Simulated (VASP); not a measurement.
# SnO (Pmn2_1) in VASP: further runs

Runs on SnO. Level: PBEsol. Tasks: single point.

Everything below comes from runs of VASP 6.6.1. Logs are shortened: lines on timing, memory, paths and dates and some standing lists are left out, and cuts for length are marked.

## (1) The cell of the first run

The structure is orthorhombic, space group Pmn2_1 (No. 31). The conventional cell has a = 3.355 Å, b = 5.759 Å, c = 4.222 Å, α = 90.00°, β = 90.00°, γ = 90.00°. Sn (site symmetry m) has 3 O at 2.16 to 2.18 Å within 2.9 Å. Within 3.0 Å of O (site symmetry m) lie 3 Sn at 2.16 to 2.18 Å and 4 O at 2.97 Å.

## (2) Single point, PBEsol (strain +0.0150 x Voigt [0, 1, 0, 0, 0, 0])

INCAR reads:

```
SYSTEM = SnO
PREC = Accurate
ENCUT = 520
EDIFF = 1E-7
ISMEAR = 0
SIGMA = 0.05
LREAL = .FALSE.
LASPH = .TRUE.
NELM = 100
ALGO = Normal
ISIF = 2
LWAVE = .FALSE.
LCHARG = .TRUE.
GGA = PS
LELF = .TRUE.
LVHAR = .TRUE.
NBANDS = 28
```

KPOINTS reads:

```
Automatic mesh
0
G
  8 6 6
  0 0 0
```

POSCAR reads:

```
SnO
1.0
    3.3550050000      0.0000000000      0.0000000000
    0.0000000000      5.7592155600      0.0000000000
    0.0000000000      0.0000000000      4.2219700000
Sn O
2 2
Direct
    0.0000000000      0.2319090000      0.5131440000
    0.5000000000      0.7680910000      0.0131440000
    0.0000000000      0.8912500000      0.7368570000
    0.5000000000      0.1087500000      0.2368570000
```

Potentials or basis: VASP PAW PBE potentials, release 64 (Sn_d, O).

The run is started by

```sh
$ cat potpaw_PBE.64/Sn_d/POTCAR potpaw_PBE.64/O/POTCAR > POTCAR
$ mpirun -np 1 vasp_std > vasp.out
```

OUTCAR:

```text
SYSTEM = SnO
   PREC = Accurate
   ENCUT = 520
   EDIFF = 1E-7
   ISMEAR = 0
   LREAL = .FALSE.
   LASPH = .TRUE.
   NELM = 100
   ISIF = 2
   GGA = PS

 ion  position               nearest neighbor table
   1  0.000  0.232  0.513-   4 2.16   4 2.16   3 2.18
   2  0.500  0.768  0.013-   3 2.16   3 2.16   4 2.18
   3  0.000  0.891  0.737-   2 2.16   2 2.16   1 2.18
   4  0.500  0.109  0.237-   1 2.16   1 2.16   2 2.18

  LATTYP: Found a simple orthorhombic cell.
 ALAT       =     3.3550050000
 B/A-ratio  =     1.2584094510
 C/A-ratio  =     1.7166041660

  Lattice vectors:

 A1 = (  -3.3550050000,   0.0000000000,   0.0000000000)
 A2 = (   0.0000000000,   0.0000000000,   4.2219700000)
 A3 = (   0.0000000000,   5.7592155600,   0.0000000000)

Analysis of symmetry for initial positions (statically):
=====================================================================
 Subroutine PRICEL returns:
 Original cell was already a primitive cell.

 Routine SETGRP: Setting up the symmetry group for a
 simple orthorhombic supercell.

 Subroutine GETGRP returns: Found  4 space group operations
 (whereof  2 operations were pure point group operations)
 out of a pool of  8 trial point group operations.

The static configuration has the point symmetry C_1h.
 The point group associated with its full space group is C_2v.

Analysis of symmetry for dynamics (positions and initial velocities):
=====================================================================
 Subroutine PRICEL returns:
 Original cell was already a primitive cell.

 Routine SETGRP: Setting up the symmetry group for a
 simple orthorhombic supercell.

 Subroutine GETGRP returns: Found  4 space group operations
 (whereof  2 operations were pure point group operations)
 out of a pool of  8 trial point group operations.

The dynamic configuration has the point symmetry C_1h.
 The point group associated with its full space group is C_2v.

 Subroutine INISYM returns: Found  4 space group operations
 (whereof  2 operations are pure point group operations),
 and found     1 'primitive' translations

----------------------------------------------------------------------------------------

                                     Primitive cell

  volume of cell :      81.5777

  direct lattice vectors                    reciprocal lattice vectors
     3.355005000  0.000000000  0.000000000     0.298062149  0.000000000  0.000000000
     0.000000000  5.759215560  0.000000000     0.000000000  0.173634758  0.000000000
     0.000000000  0.000000000  4.221970000     0.000000000  0.000000000  0.236856254

  length of vectors
     3.355005000  5.759215560  4.221970000     0.298062149  0.173634758  0.236856254

  position of ions in fractional coordinates (direct lattice)
     0.000000000  0.231909000  0.513144000
     0.500000000  0.768091000  0.013144000
     0.000000000  0.891250000  0.736857000
     0.500000000  0.108750000  0.236857000

  ion indices of the primitive-cell ions
   primitive index   ion index
                 1           1
                 2           2
                 3           3
                 4           4

----------------------------------------------------------------------------------------

 KPOINTS: Automatic mesh

Automatic generation of k-mesh.
 Grid dimensions read from file:
 generate k-points for:    8    6    6

 Generating k-lattice:

  Cartesian coordinates                     Fractional coordinates (reciprocal lattice)
     0.037257769  0.000000000  0.000000000     0.125000000  0.000000000  0.000000000
     0.000000000  0.028939126  0.000000000     0.000000000  0.166666667  0.000000000
     0.000000000  0.000000000  0.039476042     0.000000000  0.000000000  0.166666667

  Length of vectors
     0.037257769  0.028939126  0.039476042

  Shift w.r.t. Gamma in fractional coordinates (k-lattice)
     0.000000000  0.000000000  0.000000000

 Subroutine IBZKPT returns following result:
 ===========================================

 Found     80 irreducible k-points:

 Following reciprocal coordinates:
            Coordinates               Weight
  0.000000  0.000000  0.000000      1.000000
  0.125000  0.000000  0.000000      2.000000
  0.250000  0.000000  0.000000      2.000000
  0.375000  0.000000  0.000000      2.000000
  0.500000  0.000000  0.000000      1.000000
  0.000000  0.166667  0.000000      2.000000
[... 16 lines left out ...]
  0.250000  0.000000  0.166667      4.000000
  0.375000  0.000000  0.166667      4.000000
 [... further k-points ...]
   k-points           NKPTS =     80   k-points in BZ     NKDIM =     80   number of bands    NBANDS=     28
   number of dos      NEDOS =    301   number of ions     NIONS =      4
   total plane-waves  NPLWV =  43008
   dimension x,y,z NGX =    28 NGY =   48 NGZ =   32
   dimension x,y,z NGXF=    56 NGYF=   96 NGZF=   64
   ions per type =               2   2
   NGX,Y,Z   is equivalent  to a cutoff of  13.87, 13.86, 12.60 a.u.
[... 54 lines left out ...]
  ext. energy  EPLUGINS =         0.00000000
  ---------------------------------------------------
  free energy    TOTEN  =       -23.77076975 eV

  energy without entropy =      -23.77076975  energy(sigma->0) =      -23.77076975

 E-fermi :   4.7603     XC(G=0):  -9.6924

 val. band max:        4.5068759446   @ k =   0.0000   0.0000   0.0000
 cond. band min:       5.9000761697   @ k =   0.3750   0.5000   0.0000
 fundamental gap:      1.3932002251
 Fermi energy:         4.7603312045

 k-point     1 :       0.0000    0.0000    0.0000
  band No.  band energies     occupation
      1     -16.5360      2.00000
      2     -16.2461      2.00000
      3     -16.1562      2.00000
      4     -16.1313      2.00000
      5     -16.1062      2.00000
      6     -16.0738      2.00000
[... 20 lines left out ...]
     27      13.1357      0.00000
     28      13.7211      0.00000

 k-point     2 :       0.1250    0.0000    0.0000
  band No.  band energies     occupation
      1     -16.5287      2.00000
      2     -16.2337      2.00000
      3     -16.1643      2.00000
      4     -16.1479      2.00000
      5     -16.1142      2.00000
      6     -16.0748      2.00000
[... 20 lines left out ...]
     27      13.1599      0.00000
     28      13.8492      0.00000

 k-point     3 :       0.2500    0.0000    0.0000
  band No.  band energies     occupation
      1     -16.5211      2.00000
      2     -16.3116      2.00000
      3     -16.1449      2.00000
      4     -16.1332      2.00000
      5     -16.1162      2.00000
      6     -16.0811      2.00000
[... 20 lines left out ...]
     27      12.7839      0.00000
     28      14.0307      0.00000

 k-point     4 :       0.3750    0.0000    0.0000
  band No.  band energies     occupation
      1     -16.5204      2.00000
      2     -16.4257      2.00000
      3     -16.1280      2.00000
      4     -16.1117      2.00000
      5     -16.0960      2.00000
      6     -16.0880      2.00000
[... 20 lines left out ...]
     27      12.8105      0.00000
     28      14.2311      0.00000

 k-point     5 :       0.5000    0.0000    0.0000
  band No.  band energies     occupation
      1     -16.4974      2.00000
      2     -16.4974      2.00000
      3     -16.1194      2.00000
      4     -16.1194      2.00000
      5     -16.0853      2.00000
      6     -16.0853      2.00000
[... 20 lines left out ...]
     27      13.7891      0.00000
     28      13.7891      0.00000

 k-point     6 :       0.0000    0.1667    0.0000
  band No.  band energies     occupation
      1     -16.5343      2.00000
      2     -16.2471      2.00000
      3     -16.1547      2.00000
      4     -16.1307      2.00000
      5     -16.1069      2.00000
      6     -16.0755      2.00000
[... 463 lines left out ...]
      5     -16.1097      2.00000
      6     -16.0867      2.00000
[... 20 lines left out ...]
     27      13.5452      0.00000
     28      14.4796      0.00000

 k-point    22 :       0.1250    0.0000    0.1667
  band No.  band energies     occupation
      1     -16.5154      2.00000
      2     -16.2630      2.00000
      3     -16.1591      2.00000
      4     -16.1443      2.00000
      5     -16.1167      2.00000
      6     -16.0844      2.00000
[... 20 lines left out ...]
     27      13.7096      0.00000
     28      14.7639      0.00000

 k-point    23 :       0.2500    0.0000    0.1667
  band No.  band energies     occupation
      1     -16.5133      2.00000
      2     -16.3345      2.00000
      3     -16.1448      2.00000
      4     -16.1356      2.00000
      5     -16.1131      2.00000
      6     -16.0875      2.00000
[... 20 lines left out ...]
     27      13.4422      0.00000
     28      14.8315      0.00000

 k-point    24 :       0.3750    0.0000    0.1667
  band No.  band energies     occupation
      1     -16.5203      2.00000
      2     -16.4394      2.00000
      3     -16.1332      2.00000
      4     -16.1221      2.00000
      5     -16.0915      2.00000
      6     -16.0838      2.00000
[... 20 lines left out ...]
     27      13.4836      0.00000
     28      14.4711      0.00000

 [... further k-points ...]
[... 5 lines left out ...]
  --------------------------------------------------------------------------------------
  -------------------------------------------------------------------------------------
  Total       -2.0935097     -2.2116076     -1.6917162      0.0000000      0.0000000      0.0000000
  in kB      -41.1162888    -43.4357178    -33.2251104      0.0000000      0.0000000      0.0000000
  external PRESSURE =     -39.2590390 kB  Pullay stress =       0.0000000 kB

 VOLUME and BASIS-vectors are now :
 -----------------------------------------------------------------------------
  energy-cutoff  :      520.00
  volume of cell :       81.58
      direct lattice vectors                 reciprocal lattice vectors
     3.355005000  0.000000000  0.000000000     0.298062149  0.000000000  0.000000000
     0.000000000  5.759215560  0.000000000     0.000000000  0.173634758  0.000000000
     0.000000000  0.000000000  4.221970000     0.000000000  0.000000000  0.236856254

 POSITION                                       TOTAL-FORCE (eV/Angst)
 -----------------------------------------------------------------------------------
      0.00000      1.33561      2.16648         0.000000     -0.603634     -0.110419
      1.67750      4.42360      0.05549         0.000000      0.603634     -0.110419
      0.00000      5.13290      3.11099         0.000000      0.175644      0.110419
      1.67750      0.62631      1.00000         0.000000     -0.175644      0.110419
 -----------------------------------------------------------------------------------
    total drift:                                0.000000      0.000000      0.000450

  FREE ENERGIE OF THE ION-ELECTRON SYSTEM (eV)
  ---------------------------------------------------
  free  energy   TOTEN  =       -23.7707697516 eV

  energy  without entropy=      -23.7707697516  energy(sigma->0) =      -23.77076975
```

It took 2 min on 1 thread of Intel Xeon Platinum 8488C (Sapphire Rapids), shared host; peak memory 0.29 GiB.

Results:

```
Free energy            : -23.7708 eV
Pressure               : -3.9 GPa
Largest force          : 0.614 eV/Å
Band gap on the k mesh : 1.39 eV (least direct gap 2.04 eV)
```

Forces in eV/Å, atoms in the order of the input:
```
Sn   0.000 -0.604 -0.110
Sn   0.000  0.604 -0.110
O    0.000  0.176  0.110
O    0.000 -0.176  0.110
```

Stress tensor (GPa, compression positive):
```
-4.11  0.00  0.00
 0.00 -4.34  0.00
 0.00  0.00 -3.32
```

Caveat: the cell differs from its parent crystal (strain +0.0150 x Voigt [0, 1, 0, 0, 0, 0]); the cell stands under tension; the PAW data sets were made with another functional, which shifts forces and pressure a little; spin-orbit coupling is left out, which moves the levels of the heavy elements. A k mesh can miss the band edges.

## (3) Single point, PBEsol (strain +0.0175 x Voigt [0, 1, 0, 0, 0, 0])

INCAR reads:

```
PREC     = Accurate       # precision mode
ENCUT    = 520            # plane-wave cutoff, eV
EDIFF    = 1E-6           # SCF threshold, eV
ISMEAR   = 0              # smearing method
SIGMA    = 0.05           # smearing width, eV
LREAL    = F              # projectors in reciprocal space
LASPH    = T              # aspherical terms in the spheres
NELM     = 100            # most SCF steps
ALGO     = Normal         # electronic algorithm
ISIF     = 2              # what is computed and relaxed
LWAVE    = F              # write WAVECAR
LCHARG   = F              # write CHGCAR
GGA      = PS             # functional
NBANDS   = 28             # bands
```

KPOINTS reads:

```
Automatic mesh
0
Gamma
  8 6 6
```

POSCAR, as its differences from that of step 2:

```diff
@@ -3,3 +3,3 @@
     3.3550050000      0.0000000000      0.0000000000
-    0.0000000000      5.7592155600      0.0000000000
+    0.0000000000      5.7734008200      0.0000000000
     0.0000000000      0.0000000000      4.2219700000
```

Potentials or basis: VASP PAW PBE potentials, release 64 (Sn_d, O).

The run is started by

```sh
$ cat potpaw_PBE.64/Sn_d/POTCAR potpaw_PBE.64/O/POTCAR > POTCAR
$ mpirun -np 1 vasp_std > vasp.out
```

Run time: 1.9 min. Hardware: 1 thread of Intel Xeon Platinum 8488C (Sapphire Rapids), shared host; peak memory 0.29 GiB.

Results (log left out):

* Free energy: -23.7653 eV
* Pressure: -4.1 GPa
* Largest force: 0.656 eV/Å
* Band gap on the k mesh: 1.40 eV (least direct gap 2.05 eV)

Forces in eV/Å, atoms in the order of the input:
```
Sn   0.000 -0.646 -0.114
Sn   0.000  0.646 -0.114
O    0.000  0.183  0.114
O    0.000 -0.183  0.114
```

Stress tensor (GPa, compression positive):
```
-4.22  0.00  0.00
 0.00 -4.62  0.00
 0.00  0.00 -3.45
```

Levels at points of the mesh, in eV from the valence-band top:
| k point | band 16 | band 17 | band 18 | band 19 | band 20 | band 21 | band 22 | band 23 | band 24 | band 25 |
| --- | --- | --- | --- | --- | --- | --- | --- | --- | --- | --- |
| (0.00, 0.00, 0.00) | -3.65 | -3.35 | -2.51 | -1.93 | 0.00 | 2.69 | 3.07 | 5.80 | 5.83 | 8.05 |
| (0.50, 0.00, 0.00) | -4.31 | -2.43 | -2.43 | -1.19 | -1.19 | 2.54 | 2.54 | 5.42 | 5.42 | 6.56 |
| (0.00, 0.50, 0.00) | -3.90 | -3.62 | -2.53 | -1.51 | -1.31 | 3.24 | 3.93 | 4.83 | 4.94 | 6.96 |
| (0.50, 0.50, 0.00) | -4.17 | -2.49 | -2.49 | -0.88 | -0.88 | 1.84 | 1.84 | 6.22 | 6.22 | 7.01 |
| (0.00, 0.00, 0.50) | -3.31 | -3.04 | -3.04 | -1.55 | -1.55 | 2.61 | 2.61 | 5.10 | 5.10 | 7.96 |
| (0.50, 0.00, 0.50) | -3.94 | -3.05 | -3.05 | -1.01 | -1.01 | 2.11 | 2.11 | 4.55 | 4.55 | 6.74 |
| (0.00, 0.50, 0.50) | -3.04 | -2.79 | -2.79 | -1.46 | -1.46 | 1.88 | 1.88 | 5.82 | 5.82 | 7.86 |
| (0.50, 0.50, 0.50) | -4.07 | -3.30 | -3.30 | -0.41 | -0.41 | 2.45 | 2.45 | 4.03 | 4.03 | 6.06 |

Caveat: the cell differs from its parent crystal (strain +0.0175 x Voigt [0, 1, 0, 0, 0, 0]); the cell stands under tension; the PAW data sets were made with another functional, which shifts forces and pressure a little; spin-orbit coupling is left out, which moves the levels of the heavy elements. A k mesh can miss the band edges.

## (4) Single point, PBEsol (strain +0.0200 x Voigt [0, 1, 0, 0, 0, 0])

INCAR reads:

```
PREC = Accurate
ENCUT = 520
EDIFF = 1E-7
ISMEAR = 0
SIGMA = 0.05
LREAL = F
LASPH = T
NELM = 100
ALGO = Normal
ISIF = 2
LWAVE = F
LCHARG = F
GGA = PS
NBANDS = 28
```

KPOINTS is that of step 3.

POSCAR, as its differences from that of step 3:

```diff
@@ -3,3 +3,3 @@
     3.3550050000      0.0000000000      0.0000000000
-    0.0000000000      5.7734008200      0.0000000000
+    0.0000000000      5.7875860800      0.0000000000
     0.0000000000      0.0000000000      4.2219700000
```

The run is started by

```sh
$ cat potpaw_PBE.64/Sn_d/POTCAR potpaw_PBE.64/O/POTCAR > POTCAR
$ mpirun -np 1 vasp_std > vasp.out
```

Run time: 2 min. Hardware: 1 thread of Intel Xeon Platinum 8488C (Sapphire Rapids), shared host; peak memory 0.29 GiB.

It converged, with:

| Property | Result |
| --- | --- |
| Free energy | -23.7595 eV |
| Pressure | -4.3 GPa |
| Largest force | 0.697 eV/Å |
| Band gap on the k mesh | 1.41 eV (least direct gap 2.06 eV) |

Forces in eV/Å, atoms in the order of the input:
```
Sn   0.000 -0.688 -0.117
Sn   0.000  0.688 -0.117
O    0.000  0.189  0.117
O    0.000 -0.189  0.117
```

Stress tensor (GPa, compression positive):
```
-4.31  0.00  0.00
 0.00 -4.89  0.00
 0.00  0.00 -3.56
```

Levels at points of the mesh, in eV from the valence-band top:
| k point | band 16 | band 17 | band 18 | band 19 | band 20 | band 21 | band 22 | band 23 | band 24 | band 25 |
| --- | --- | --- | --- | --- | --- | --- | --- | --- | --- | --- |
| (0.00, 0.00, 0.00) | -3.63 | -3.33 | -2.49 | -1.91 | 0.00 | 2.70 | 3.07 | 5.79 | 5.84 | 8.05 |
| (0.50, 0.00, 0.00) | -4.29 | -2.41 | -2.41 | -1.19 | -1.19 | 2.54 | 2.54 | 5.41 | 5.41 | 6.57 |
| (0.00, 0.50, 0.00) | -3.88 | -3.60 | -2.51 | -1.49 | -1.30 | 3.24 | 3.94 | 4.84 | 4.94 | 6.97 |
| (0.50, 0.50, 0.00) | -4.15 | -2.47 | -2.47 | -0.87 | -0.87 | 1.84 | 1.84 | 6.21 | 6.21 | 7.01 |
| (0.00, 0.00, 0.50) | -3.30 | -3.02 | -3.02 | -1.53 | -1.53 | 2.61 | 2.61 | 5.09 | 5.09 | 7.97 |
| (0.50, 0.00, 0.50) | -3.92 | -3.04 | -3.04 | -1.00 | -1.00 | 2.11 | 2.11 | 4.55 | 4.55 | 6.73 |
| (0.00, 0.50, 0.50) | -3.02 | -2.78 | -2.78 | -1.45 | -1.45 | 1.88 | 1.88 | 5.81 | 5.81 | 7.87 |
| (0.50, 0.50, 0.50) | -4.05 | -3.28 | -3.28 | -0.41 | -0.41 | 2.46 | 2.46 | 4.02 | 4.02 | 6.06 |

Caveat: the cell differs from its parent crystal (strain +0.0200 x Voigt [0, 1, 0, 0, 0, 0]); the cell stands under tension; the PAW data sets were made with another functional, which shifts forces and pressure a little; spin-orbit coupling is left out, which moves the levels of the heavy elements.

## (5) The runs side by side

```csv
cell,gap on the mesh (eV),pressure (GPa),largest force (eV/Å)
"a = 3.355, b = 5.759, c = 4.222 Å, 4 atoms",1.39,-3.9,0.61
"a = 3.355, b = 5.773, c = 4.222 Å, 4 atoms",1.40,-4.1,0.66
"a = 3.355, b = 5.788, c = 4.222 Å, 4 atoms",1.41,-4.3,0.70
```

Alike in all rows: task single point; level PBEsol; potentials or basis VASP PAW PBE potentials, release 64 (Sn_d, O); no spin polarisation; k mesh 8 × 6 × 6; cutoff (eV) 520; smearing gaussian 0.05 eV.

Caveats: the cell stands under tension; the PAW data sets were made with another functional, which shifts forces and pressure a little; spin-orbit coupling is left out, which moves the levels of the heavy elements.

Absolute energies hang on the potentials; compare differences alone.
